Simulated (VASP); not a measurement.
# MoP (P-6m2) in VASP: single point with PBE

Aim: the single point of MoP with PBE.

Program: VASP 6.6.1. These are calculated values, not measurements. Logs are shortened: lines on timing, memory, paths and dates and some standing lists are left out, and cuts for length are marked.

## 1. The cell of the first run

It takes space group P-6m2 (No. 187, hexagonal). The conventional cell has a = 3.223 Å, b = 3.223 Å, c = 3.191 Å, α = 90.00°, β = 90.00°, γ = 120.00°. Mo (site symmetry -6m2) has 6 P at 2.45 Å and 8 Mo at 3.19 to 3.22 Å within 3.3 Å. P (site symmetry -6m2) has 6 Mo at 2.45 Å and 8 P at 3.19 to 3.22 Å within 3.3 Å.

## 2. Single point, PBE, non-collinear spin, zero start, spin-orbit coupling

INCAR reads:

```
SYSTEM = MoP
PREC = Accurate ; ENCUT = 500
EDIFF = 1E-6 ; ISMEAR = -1
SIGMA = 0.08 ; LREAL = .FALSE.
LASPH = .TRUE. ; NELM = 200
ALGO = Normal ; ISIF = 2
LWAVE = .FALSE. ; LCHARG = .FALSE.
MAGMOM = 0 0 0 0 0 0 ; LORBIT = 11
LSORBIT = .TRUE. ; GGA_COMPAT = .FALSE.
LORBMOM = .TRUE. ; LMAXMIX = 4
GGA = PE ; NBANDS = 31
```

KPOINTS reads:

```
Automatic mesh
0
G
  15 15 13
  0 0 0
```

POSCAR reads:

```
MoP
1.0
    3.2230000535      0.0000000000      0.0000000000
   -1.6115000268      2.7911999227      0.0000000000
    0.0000000000      0.0000000000      3.1910000000
Mo P
1 1
Direct
    0.0000000000      0.0000000000      0.0000000000
    0.3333333333      0.6666666667      0.5000000000
```

Potentials or basis: VASP PAW PBE potentials, release 64 (Mo_sv, P).

Run with:

```bash
$ cat potpaw_PBE.64/Mo_sv/POTCAR potpaw_PBE.64/P/POTCAR > POTCAR
$ mpirun -np 1 vasp_ncl > vasp.out
```

OUTCAR:

```text
SYSTEM = MoP
   PREC = Accurate
   ENCUT = 500
   EDIFF = 1E-6
   ISMEAR = -1
   LREAL = .FALSE.
   LASPH = .TRUE.
   NELM = 200
   ISIF = 2
   LORBIT = 11
   LSORBIT = .TRUE.
   GGA = PE

 ion  position               nearest neighbor table
   1  0.000  0.000  0.000-   2 2.45   2 2.45   2 2.45   2 2.45   2 2.45   2 2.45
   2  0.333  0.667  0.500-   1 2.45   1 2.45   1 2.45   1 2.45   1 2.45   1 2.45

  LATTYP: Found a hexagonal cell.
 ALAT       =     3.2230000535
 C/A-ratio  =     0.9900713457

  Lattice vectors:

 A1 = (   3.2230000535,   0.0000000000,   0.0000000000)
 A2 = (  -1.6115000268,   2.7911999227,   0.0000000000)
 A3 = (   0.0000000000,   0.0000000000,   3.1910000000)

Analysis of symmetry for initial positions (statically):
=====================================================================
 Subroutine PRICEL returns:
 Original cell was already a primitive cell.

 Routine SETGRP: Setting up the symmetry group for a
 hexagonal supercell.

 Subroutine GETGRP returns: Found 12 space group operations
 (whereof 12 operations were pure point group operations)
 out of a pool of 24 trial point group operations.

The static configuration has the point symmetry D_3h.

Analysis of symmetry for dynamics (positions and initial velocities):
=====================================================================
 Subroutine PRICEL returns:
 Original cell was already a primitive cell.

 Routine SETGRP: Setting up the symmetry group for a
 hexagonal supercell.

 Subroutine GETGRP returns: Found 12 space group operations
 (whereof 12 operations were pure point group operations)
 out of a pool of 24 trial point group operations.

The dynamic configuration has the point symmetry D_3h.

Analysis of structural, dynamic, and magnetic symmetry:
=====================================================================
 Subroutine PRICEL returns:
 Original cell was already a primitive cell.

 Routine SETGRP: Setting up the symmetry group for a
 hexagonal supercell.

 Subroutine GETGRP returns: Found 12 space group operations
 (whereof 12 operations were pure point group operations)
 out of a pool of 24 trial point group operations.

The overall configuration has the point symmetry D_3h.

 Subroutine INISYM returns: Found 12 space group operations
 (whereof 12 operations are pure point group operations),
 and found     1 'primitive' translations

----------------------------------------------------------------------------------------

                                     Primitive cell

  volume of cell :      28.7064

  direct lattice vectors                    reciprocal lattice vectors
     3.223000053  0.000000000  0.000000000     0.310269930  0.179134427  0.000000000
    -1.611500027  2.791199923  0.000000000     0.000000000  0.358268855  0.000000000
     0.000000000  0.000000000  3.191000000     0.000000000  0.000000000  0.313381385

  length of vectors
     3.223000053  3.223000053  3.191000000     0.358268855  0.358268855  0.313381385

  position of ions in fractional coordinates (direct lattice)
     0.000000000  0.000000000  0.000000000
     0.333333333  0.666666667  0.500000000

  ion indices of the primitive-cell ions
   primitive index   ion index
                 1           1
                 2           2

----------------------------------------------------------------------------------------

 KPOINTS: Automatic mesh

Automatic generation of k-mesh.
 Grid dimensions read from file:
 generate k-points for:   15   15   13

 Generating k-lattice:

  Cartesian coordinates                     Fractional coordinates (reciprocal lattice)
     0.020684662  0.011942295  0.000000000     0.066666667  0.000000000  0.000000000
     0.000000000  0.023884590  0.000000000     0.000000000  0.066666667  0.000000000
     0.000000000  0.000000000  0.024106260     0.000000000  0.000000000  0.076923077

[... 97 lines left out ...]

 number of electron      18.9999999 magnetization       0.0000000     -0.0000000     -0.0000000

 Free energy of the ion-electron system (eV)
  ---------------------------------------------------
  ext. energy  EPLUGINS =         0.00000000
  ---------------------------------------------------
  free energy    TOTEN  =       -17.77158740 eV

  energy without entropy =      -17.75307043  energy(sigma->0) =      -17.76232892

 E-fermi :  11.9194     XC(G=0): -12.5976

 val. band max:       11.9079633609   @ k =  -0.4000  -0.0667  -0.0769
 cond. band min:      11.9203387140   @ k =  -0.3333  -0.0667  -0.1538
 fundamental gap:      0.0123753531
 Fermi energy:        11.9194001745

 k-point     1 :       0.0000    0.0000    0.0000
  band No.  band energies     occupation
      1     -49.2747      1.00000
      2     -49.2747      1.00000
      3     -24.9289      1.00000
      4     -24.9289      1.00000
      5     -22.5614      1.00000
      6     -22.5614      1.00000
[... 805 lines left out ...]
     30      21.3604      0.00000
     31      23.3398      0.00000

 [... further k-points ...]

------------------------ aborting loop because EDIFF is reached ----------------------------------------

  FORCE on cell =-STRESS in cart. coord.  units (eV):
  Direction    XX          YY          ZZ          XY          YZ          ZX
  --------------------------------------------------------------------------------------
  -------------------------------------------------------------------------------------
  Total        0.5570606      0.5570606      0.4467870     -0.0000000      0.0000000      0.0000000
  in kB       31.0910188     31.0910188     24.9363602     -0.0000000      0.0000000      0.0000000
  external PRESSURE =      29.0394659 kB  Pullay stress =       0.0000000 kB

 VOLUME and BASIS-vectors are now :
 -----------------------------------------------------------------------------
  energy-cutoff  :      500.00
  volume of cell :       28.71
      direct lattice vectors                 reciprocal lattice vectors
     3.223000053  0.000000000  0.000000000     0.310269930  0.179134427  0.000000000
    -1.611500027  2.791199923  0.000000000     0.000000000  0.358268855  0.000000000
     0.000000000  0.000000000  3.191000000     0.000000000  0.000000000  0.313381385

 POSITION                                       TOTAL-FORCE (eV/Angst)
 -----------------------------------------------------------------------------------
      0.00000      0.00000      0.00000         0.000000      0.000000      0.000000
     -0.00000      1.86080      1.59550         0.000000      0.000000      0.000000
 -----------------------------------------------------------------------------------
    total drift:                                0.000000     -0.000000     -0.000000

  FREE ENERGIE OF THE ION-ELECTRON SYSTEM (eV)
  ---------------------------------------------------
  free  energy   TOTEN  =       -17.7715873994 eV

  energy  without entropy=      -17.7530704331  energy(sigma->0) =      -17.76232892

 orbital moment (x)

 # of ion     p       d       tot
 ----------------------------------------
  1         0.000  -0.000  -0.000
  2         0.000   0.000   0.000
 ----------------------------------------
            0.000  -0.000   0.000

 orbital moment (y)

 # of ion     p       d       tot
 ----------------------------------------
  1         0.000   0.000   0.000
  2         0.000   0.000   0.000
 ----------------------------------------
            0.000   0.000   0.000

 orbital moment (z)

 # of ion     p       d       tot
 ----------------------------------------
  1         0.000   0.000   0.000
  2         0.000   0.000   0.000
 ----------------------------------------
            0.000   0.000   0.000

 Spin-Orbit-Coupling matrix elements

 Ion:    1  E_soc:     -0.1959796
 l=   1
     0.0000000    -0.0298230    -0.0300935
    -0.0298230     0.0000000    -0.0298230
    -0.0300935    -0.0298230     0.0000000
 l=   2
     0.0000000    -0.0005761     0.0000000    -0.0005761    -0.0025110
    -0.0005761     0.0000000    -0.0014096    -0.0006157    -0.0005761
     0.0000000    -0.0014096     0.0000000    -0.0014096     0.0000000
    -0.0005761    -0.0006157    -0.0014096     0.0000000    -0.0005761
    -0.0025110    -0.0005761     0.0000000    -0.0005761     0.0000000
 l=   3
     0.0000000     0.0000000     0.0000000     0.0000000     0.0000000     0.0000000     0.0000000
     0.0000000     0.0000000     0.0000000     0.0000000     0.0000000     0.0000000     0.0000000
     0.0000000     0.0000000     0.0000000     0.0000000     0.0000000     0.0000000     0.0000000
     0.0000000     0.0000000     0.0000000     0.0000000     0.0000000     0.0000000     0.0000000
     0.0000000     0.0000000     0.0000000     0.0000000     0.0000000     0.0000000     0.0000000
     0.0000000     0.0000000     0.0000000     0.0000000     0.0000000     0.0000000     0.0000000
     0.0000000     0.0000000     0.0000000     0.0000000     0.0000000     0.0000000     0.0000000

 Ion:    2  E_soc:     -0.0013376
 l=   1
     0.0000000    -0.0002201    -0.0002285
    -0.0002201     0.0000000    -0.0002201
    -0.0002285    -0.0002201     0.0000000
 l=   2
     0.0000000     0.0000000     0.0000000     0.0000000     0.0000000
     0.0000000     0.0000000     0.0000000     0.0000000     0.0000000
     0.0000000     0.0000000     0.0000000     0.0000000     0.0000000
     0.0000000     0.0000000     0.0000000     0.0000000     0.0000000
     0.0000000     0.0000000     0.0000000     0.0000000     0.0000000
 l=   3
     0.0000000     0.0000000     0.0000000     0.0000000     0.0000000     0.0000000     0.0000000
     0.0000000     0.0000000     0.0000000     0.0000000     0.0000000     0.0000000     0.0000000
     0.0000000     0.0000000     0.0000000     0.0000000     0.0000000     0.0000000     0.0000000
     0.0000000     0.0000000     0.0000000     0.0000000     0.0000000     0.0000000     0.0000000
     0.0000000     0.0000000     0.0000000     0.0000000     0.0000000     0.0000000     0.0000000
     0.0000000     0.0000000     0.0000000     0.0000000     0.0000000     0.0000000     0.0000000
     0.0000000     0.0000000     0.0000000     0.0000000     0.0000000     0.0000000     0.0000000

 total charge

# of ion       s       p       d       tot
------------------------------------------
    1        2.273   6.195   4.123  12.591
    2        1.013   1.513   0.000   2.527
--------------------------------------------------
tot          3.286   7.708   4.123  15.118

 magnetization (x)

# of ion       s       p       d       tot
------------------------------------------
    1        0.000   0.000   0.000   0.000
    2       -0.000   0.000   0.000   0.000
--------------------------------------------------
tot         -0.000   0.000   0.000   0.000

 magnetization (y)

# of ion       s       p       d       tot
------------------------------------------
    1        0.000   0.000   0.000   0.000
    2        0.000   0.000   0.000   0.000
--------------------------------------------------
tot          0.000   0.000   0.000   0.000

 magnetization (z)

# of ion       s       p       d       tot
------------------------------------------
    1       -0.000   0.000   0.000   0.000
    2       -0.000  -0.000   0.000  -0.000
--------------------------------------------------
tot         -0.000  -0.000   0.000   0.000
```

Wall time 3.3 min (1 thread of Intel Xeon Platinum 8488C (Sapphire Rapids), shared host); peak memory 0.48 GiB.

Results:

- Free energy: -17.7716 eV
- Pressure: 2.9 GPa
- Net moment: 0.00 μB per cell
- Valence electrons inside the program's atomic spheres: Mo 12.59; P 2.53

Stress tensor (GPa, compression positive):
```
3.11 0.00 0.00
0.00 3.11 0.00
0.00 0.00 2.49
```

Moments on the atoms (μB; x, y, z):
```
Mo  0.00 0.00 0.00
P   0.00 0.00 0.00
```
